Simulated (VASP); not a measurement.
# SiC23 in VASP: single point with PBE

Aim: the single point of SiC23 with PBE.

All numbers are computed with VASP 6.6.1; they aren't measurements. Logs are shortened: lines on timing, memory, paths and dates and some standing lists are left out, and cuts for length are marked.

## Step 1: The cell of the first run

The cell holds a wire or tube with vacuum around it, 24 atoms: a = 7.369 Å, b = 8.871 Å, c = 26.879 Å, α = 90.00°, β = 90.00°, γ = 97.96°.

## Step 2: Single point, PBE

INCAR reads:

```
PREC = Accurate ; ENCUT = 520
EDIFF = 1E-6 ; ISMEAR = 0
SIGMA = 0.1 ; LREAL = Auto
LASPH = T ; NELM = 80
ALGO = Normal ; ISIF = 2
LWAVE = F ; LCHARG = F
LDIPOL = T ; IDIPOL = 3
DIPOL = 0.5 0.5 0.501 ; GGA = PE
NBANDS = 66
```

KPOINTS reads:

```
Automatic mesh
0
Gamma
  4 3 1
```

POSCAR reads:

```
SiC23
1.0
    7.3685104800      0.0000000000      0.0000000000
   -1.2280850800      8.7852036200      0.0000000000
    0.0000000000      0.0000000000     26.8793819664
C Si
23 1
Direct
    0.0130275267      0.0781651600      0.3720323634
    0.3463608600      0.0781651600      0.3720323634
    0.6796941933      0.0781651600      0.3720323634
    0.1829510767      0.0977064500      0.3976258944
    0.5162844100      0.0977064500      0.3976258944
    0.8496177433      0.0977064500      0.3976258944
    0.1894648367      0.1367890400      0.4488129472
    0.5227981700      0.1367890400      0.4488129472
    0.8561315033      0.1367890400      0.4488129472
    0.0260550567      0.1563303300      0.4744064690
    0.3593883900      0.1563303300      0.4744064690
    0.6927217233      0.1563303300      0.4744064690
    0.0328401123      0.1961945185      0.5264770255
    0.3658889778      0.1962048540      0.5264745024
    0.6992476761      0.1954619231      0.5255272757
    0.2027165107      0.2163164971      0.5527171103
    0.5376417244      0.2151329163      0.5511590412
    0.8673989821      0.2151007683      0.5511693593
    0.2095546597      0.2574635472      0.6062365326
    0.5350586340      0.2544587795      0.6024484264
    0.8830743500      0.2543652573      0.6024667070
    0.0395235402      0.2729033667      0.6263942797
    0.3847705635      0.2729259831      0.6263679444
    0.7157472386      0.2946700053      0.6556246879
```

Potentials or basis: VASP PAW PBE potentials, release 64 (C, Si).

The run is started by

```bash
> cat potpaw_PBE.64/C/POTCAR potpaw_PBE.64/Si/POTCAR > POTCAR
> mpirun -np 1 vasp_std > vasp.out
```

OUTCAR:

```text
PREC = Accurate
   ENCUT = 520
   EDIFF = 1E-6
   ISMEAR = 0
   LREAL = Auto
   LASPH = T
   NELM = 80
   ISIF = 2
   GGA = PE

 ion  position               nearest neighbor table
   1  0.013  0.078  0.372-   6 1.42   4 1.42
   2  0.346  0.078  0.372-   4 1.42   5 1.42
   3  0.680  0.078  0.372-   5 1.42   6 1.42
   4  0.183  0.098  0.398-   7 1.42   2 1.42   1 1.42
   5  0.516  0.098  0.398-   8 1.42   3 1.42   2 1.42
   6  0.850  0.098  0.398-   9 1.42   1 1.42   3 1.42
   7  0.189  0.137  0.449-  10 1.42  11 1.42   4 1.42
   8  0.523  0.137  0.449-  11 1.42  12 1.42   5 1.42
   9  0.856  0.137  0.449-  12 1.42  10 1.42   6 1.42
[... 12 lines left out ...]
  22  0.040  0.273  0.626-  21 1.31  19 1.39  24 2.54
  23  0.385  0.273  0.626-  20 1.31  19 1.39  24 2.54
  24  0.716  0.295  0.656-  20 1.95  21 1.95  23 2.54  22 2.54

  LATTYP: Found a simple monoclinic cell.
 ALAT       =     7.3685104800
 B/A-ratio  =     3.6478718514
 C/A-ratio  =     1.2038559841
 COS(beta)  =    -0.1384440239

  Lattice vectors:

 A1 = (   7.3685104800,   0.0000000000,   0.0000000000)
 A2 = (   0.0000000000,   0.0000000000, -26.8793819664)
 A3 = (  -1.2280850800,   8.7852036200,   0.0000000000)

Analysis of symmetry for initial positions (statically):
=====================================================================
 Subroutine PRICEL returns:
 Original cell was already a primitive cell.

 Routine SETGRP: Setting up the symmetry group for a
 simple monoclinic supercell.

 Subroutine GETGRP returns: Found  1 space group operations
 (whereof  1 operations were pure point group operations)
 out of a pool of  4 trial point group operations.

The static configuration has the point symmetry C_1 .

Analysis of symmetry for dynamics (positions and initial velocities):
=====================================================================
 Subroutine PRICEL returns:
 Original cell was already a primitive cell.

 Routine SETGRP: Setting up the symmetry group for a
 simple monoclinic supercell.

 Subroutine GETGRP returns: Found  1 space group operations
 (whereof  1 operations were pure point group operations)
 out of a pool of  4 trial point group operations.

The dynamic configuration has the point symmetry C_1 .

 Subroutine INISYM returns: Found  1 space group operations
 (whereof  1 operations are pure point group operations),
 and found     1 'primitive' translations

----------------------------------------------------------------------------------------

                                     Primitive cell

  volume of cell :    1740.0063

  direct lattice vectors                    reciprocal lattice vectors
     7.368510480  0.000000000  0.000000000     0.135712639  0.018971292  0.000000000
    -1.228085080  8.785203620  0.000000000     0.000000000  0.113827754  0.000000000
     0.000000000  0.000000000 26.879381966     0.000000000  0.000000000  0.037203236

  length of vectors
     7.368510480  8.870625435 26.879381966     0.137032223  0.113827754  0.037203236

  position of ions in fractional coordinates (direct lattice)
     0.013027527  0.078165160  0.372032363
     0.346360860  0.078165160  0.372032363
     0.679694193  0.078165160  0.372032363
     0.182951077  0.097706450  0.397625894
     0.516284410  0.097706450  0.397625894
     0.849617743  0.097706450  0.397625894
[... 16 lines left out ...]
     0.384770563  0.272925983  0.626367944
     0.715747239  0.294670005  0.655624688

  ion indices of the primitive-cell ions
   primitive index   ion index
                 1           1
                 2           2
                 3           3
                 4           4
                 5           5
                 6           6
[... 16 lines left out ...]
                23          23
                24          24

----------------------------------------------------------------------------------------

 KPOINTS: Automatic mesh

Automatic generation of k-mesh.
 Grid dimensions read from file:
 generate k-points for:    4    3    1

 Generating k-lattice:

  Cartesian coordinates                     Fractional coordinates (reciprocal lattice)
     0.033928160  0.004742823  0.000000000     0.250000000  0.000000000  0.000000000
     0.000000000  0.037942585  0.000000000     0.000000000  0.333333333  0.000000000
     0.000000000  0.000000000  0.037203236     0.000000000  0.000000000  1.000000000

  Length of vectors
     0.034258056  0.037942585  0.037203236

  Shift w.r.t. Gamma in fractional coordinates (k-lattice)
     0.000000000  0.000000000  0.000000000

 Subroutine IBZKPT returns following result:
 ===========================================

 Found      7 irreducible k-points:

 Following reciprocal coordinates:
            Coordinates               Weight
  0.000000  0.000000  0.000000      1.000000
  0.250000  0.000000  0.000000      2.000000
  0.500000  0.000000  0.000000      1.000000
  0.000000  0.333333  0.000000      2.000000
  0.250000  0.333333  0.000000      2.000000
  0.500000  0.333333  0.000000      2.000000
 -0.250000  0.333333  0.000000      2.000000
   k-points           NKPTS =      7   k-points in BZ     NKDIM =      7   number of bands    NBANDS=     66
   number of dos      NEDOS =    301   number of ions     NIONS =     24
   total plane-waves  NPLWV = 784000
   dimension x,y,z NGX =    56 NGY =   70 NGZ =  200
   dimension x,y,z NGXF=   112 NGYF=  140 NGZF=  400
   ions per type =              23   1
   NGX,Y,Z   is equivalent  to a cutoff of  12.63, 13.12, 12.37 a.u.
   NGXF,Y,Z  is equivalent  to a cutoff of  25.27, 26.24, 24.74 a.u.
 SYSTEM =  unknown system
   PREC   = accura    normal or accurate (medium, high low for compatibility)
   ISTART =      0    job   : 0-new  1-cont  2-samecut
   ICHARG =      2    charge: 1-file 2-atom 10-const
   ISPIN  =      1    spin polarized calculation?
   LNONCOLLINEAR =      F non collinear calculations
   LSORBIT =      F    spin-orbit coupling
   LASPH  =      T    aspherical Exc in radial PAW
   ENCUT  =  520.0 eV  38.22 Ry    6.18 a.u.  13.70 16.49 49.98*2*pi/ulx,y,z
   NELM   =     80;   NELMIN=  2; NELMDL= -5     # of ELM steps
   EDIFF  = 0.1E-05   stopping-criterion for ELM
   LREAL  =      T    real-space projection
   EDIFFG = 0.1E-04   stopping-criterion for IOM
   NSW    =      0    number of steps for IOM
   IBRION =     -1    ionic relax: 0-MD 1-quasi-New 2-CG
   NFREE  =      0    steps in history (QN), initial steepest desc. (CG)
   ISIF   =      2    stress and relaxation
   ISYM   =      2    0-nonsym 1-usesym 2-fastsym
   POTIM  = 0.5000    time-step for ionic-motion
   TEBEG  =    0.0;   TEEND  =   0.0 temperature during run
   PSTRESS=    0.0 pullay stress
   NELECT =      96.0000    total number of electrons
   NUPDOWN=      -1.0000    fix difference up-down
   EMIN   =  10.00;   EMAX   =-10.00  energy-range for DOS
   EFERMI =   0.00;   METHOD = LEGACY
   ISMEAR =     0;   SIGMA  =   0.10  broadening in eV -4-tet -1-fermi 0-gaus
   EFERMI_NEDOS =   21; number of points for ismear=-14 and -15
   IALGO  =     38    algorithm
   IMIX   =      4    mixing-type and parameters
     AMIX     =   0.40;   BMIX     =  1.00
     AMIX_MAG =   1.60;   BMIX_MAG =  1.00
  volume/ion in A,a.u.               =      72.50       489.26
  Fermi-wavevector in a.u.,A,eV,Ry     =   0.623230  1.177734  5.284714  0.388416
  Thomas-Fermi vector in A             =   1.683364
   LORBIT       =      0    0 simple, 1 ext, 2 COOP (PROOUT), +10 PAW based schemes
   GGA     = PE    functional components
   LHFCALC =     F    Hartree Fock is set to
   AEXX    =    0.0000 exact exchange contribution
   IVDW    =     0    specifies the selected vdW correction
   LEPSILON=     F    determine dielectric tensor
   LRPA    =     F    only Hartree local field effects (RPA)
 non-spin polarized calculation
 Gauss-broadening in eV      SIGMA  =   0.10
  energy-cutoff  :      520.00
  volume of cell :     1740.01
 maximum number of plane-waves:     46897
 NGX is ok and might be reduce to    56
   NGX = 27   NGY = 33   NGZ = 99

 dipolmoment           0.000000      0.000000      0.071864 electrons x Angstroem

 number of electron      95.9999997 magnetization

 dipolmoment           0.000000      0.000000     -0.311330 electrons x Angstroem

 Free energy of the ion-electron system (eV)
  ---------------------------------------------------
  ext. energy  EPLUGINS =         0.00000000
  ---------------------------------------------------
  free energy    TOTEN  =      -198.94069020 eV

  energy without entropy =     -198.86257364  energy(sigma->0) =     -198.90163192

 E-fermi :  -4.2023     XC(G=0):  -1.9918

 val. band max:       -4.2434328391   @ k =   0.0000   0.0000   0.0000
 cond. band min:      -4.1573605796   @ k =   0.5000   0.0000   0.0000
 fundamental gap:      0.0860722595
 Fermi energy:        -4.2023448034

 k-point     1 :       0.0000    0.0000    0.0000
  band No.  band energies     occupation
      1     -23.0665      2.00000
      2     -22.0249      2.00000
      3     -21.1771      2.00000
      4     -21.0973      2.00000
      5     -20.4808      2.00000
      6     -20.2635      2.00000
[... 52 lines left out ...]
     59       0.3727      0.00000
     60       0.4158      0.00000

 k-point     2 :       0.2500    0.0000    0.0000
  band No.  band energies     occupation
      1     -22.9446      2.00000
      2     -22.0185      2.00000
      3     -21.8571      2.00000
      4     -20.9518      2.00000
      5     -20.3254      2.00000
      6     -19.9950      2.00000
[... 52 lines left out ...]
     59       0.3338      0.00000
     60       0.4055      0.00000

 k-point     3 :       0.5000    0.0000    0.0000
  band No.  band energies     occupation
      1     -22.5964      2.00000
      2     -22.5645      2.00000
      3     -21.6704      2.00000
      4     -21.3830      2.00000
      5     -20.0782      2.00000
      6     -19.7872      2.00000
[... 52 lines left out ...]
     59       0.2825      0.00000
     60       0.3278      0.00000

 k-point     4 :       0.0000    0.3333    0.0000
  band No.  band energies     occupation
      1     -23.0665      2.00000
      2     -22.0249      2.00000
      3     -21.1771      2.00000
      4     -21.0973      2.00000
      5     -20.4808      2.00000
      6     -20.2635      2.00000
[... 52 lines left out ...]
     59       0.3753      0.00000
     60       0.7077      0.00000

 k-point     5 :       0.2500    0.3333    0.0000
  band No.  band energies     occupation
      1     -22.9445      2.00000
      2     -22.0185      2.00000
      3     -21.8571      2.00000
      4     -20.9518      2.00000
      5     -20.3254      2.00000
      6     -19.9950      2.00000
[... 52 lines left out ...]
     59       0.3591      0.00000
     60       0.4033      0.00000

 k-point     6 :       0.5000    0.3333    0.0000
  band No.  band energies     occupation
      1     -22.5964      2.00000
      2     -22.5645      2.00000
      3     -21.6704      2.00000
      4     -21.3830      2.00000
      5     -20.0781      2.00000
      6     -19.7872      2.00000
[... 52 lines left out ...]
     59       0.3368      0.00000
     60       0.5059      0.00000

 k-point     7 :      -0.2500    0.3333    0.0000
  band No.  band energies     occupation
      1     -22.9445      2.00000
      2     -22.0185      2.00000
      3     -21.8571      2.00000
      4     -20.9518      2.00000
      5     -20.3254      2.00000
      6     -19.9950      2.00000
[... 52 lines left out ...]
     59       0.3578      0.00000
     60       0.4032      0.00000
 [bands above 60 left out]

------------------------ aborting loop because EDIFF is reached ----------------------------------------

 vacuum level on the upper side and lower side of the slab       (xc-potential included)        -0.502         0.345

  FORCE on cell =-STRESS in cart. coord.  units (eV):
  Direction    XX          YY          ZZ          XY          YZ          ZX
  --------------------------------------------------------------------------------------
  -------------------------------------------------------------------------------------
  Total       11.1064949      0.0443989      2.0161780     -0.0039830      0.5625214     -0.0094122
  in kB       10.2267299      0.0408820      1.8564730     -0.0036675      0.5179631     -0.0086666
  external PRESSURE =       4.0413616 kB  Pullay stress =       0.0000000 kB

 VOLUME and BASIS-vectors are now :
 -----------------------------------------------------------------------------
  energy-cutoff  :      520.00
  volume of cell :     1740.01
      direct lattice vectors                 reciprocal lattice vectors
     7.368510480  0.000000000  0.000000000     0.135712639  0.018971292  0.000000000
    -1.228085080  8.785203620  0.000000000     0.000000000  0.113827754  0.000000000
     0.000000000  0.000000000 26.879381966     0.000000000  0.000000000  0.037203236

 POSITION                                       TOTAL-FORCE (eV/Angst)
 -----------------------------------------------------------------------------------
      0.00000      0.68670     10.00000        -0.073604      0.437987      1.798254
      2.45617      0.68670     10.00000         0.075138      0.442190      1.796119
      4.91234      0.68670     10.00000        -0.004769      0.433681      1.762449
      1.22809      0.85837     10.68794         0.005979     -0.759433     -3.047267
      3.68426      0.85837     10.68794        -0.075959     -0.766998     -3.106443
      6.14043      0.85837     10.68794         0.071672     -0.771935     -3.112993
[... 16 lines left out ...]
      2.50001      2.39771     16.83638        -0.028757      0.006555      0.026752
      4.91211      2.58874     17.62279         0.002003     -0.004001     -0.022141
 -----------------------------------------------------------------------------------
    total drift:                               -0.001732      0.010221      0.007037

  FREE ENERGIE OF THE ION-ELECTRON SYSTEM (eV)
  ---------------------------------------------------
  free  energy   TOTEN  =      -198.9406902028 eV

  energy  without entropy=     -198.8625736391  energy(sigma->0) =     -198.90163192

 vacuum level on the upper side and lower side of the slab         0.907         1.769
```

Wall time 51 min (1 thread of Intel Xeon Platinum 8488C (Sapphire Rapids), shared host); peak memory 1.6 GiB.

What came out:

```
Free energy            : -198.9407 eV
Largest force          : 3.208 eV/Å
Band gap on the k mesh : zero (bands 48 and 49 overlap by 0.09 eV)
```

Forces on the atoms (eV/Å):
```
C   -0.074  0.438  1.798
C    0.075  0.442  1.796
C   -0.005  0.434  1.762
C    0.006 -0.759 -3.047
C   -0.076 -0.767 -3.106
C    0.072 -0.772 -3.113
C   -0.006  0.300  1.209
C   -0.139  0.329  1.306
C    0.132  0.327  1.302
C    0.076  0.043  0.159
C   -0.075  0.042  0.154
C    0.000 -0.091 -0.380
C   -0.005  0.001  0.009
C   -0.002 -0.002  0.009
C    0.001  0.005  0.006
C    0.001 -0.001 -0.005
C    0.010 -0.002  0.001
C   -0.004 -0.004  0.000
C    0.003  0.014  0.049
C    0.062  0.007  0.033
C   -0.054  0.009  0.038
C    0.027  0.003  0.016
C   -0.029  0.007  0.027
Si   0.002 -0.004 -0.022
```

Levels at points of the mesh, in eV from the Fermi level:
```tsv
k point	band 45	band 46	band 47	band 48	band 49	band 50	band 51	band 52
(0.00, 0.00, 0.00)	-0.47	-0.19	-0.18	-0.12	-0.04	0.18	0.35	1.55
(0.50, 0.00, 0.00)	-1.64	-0.69	-0.30	0.04	0.05	0.79	0.93	1.39
```
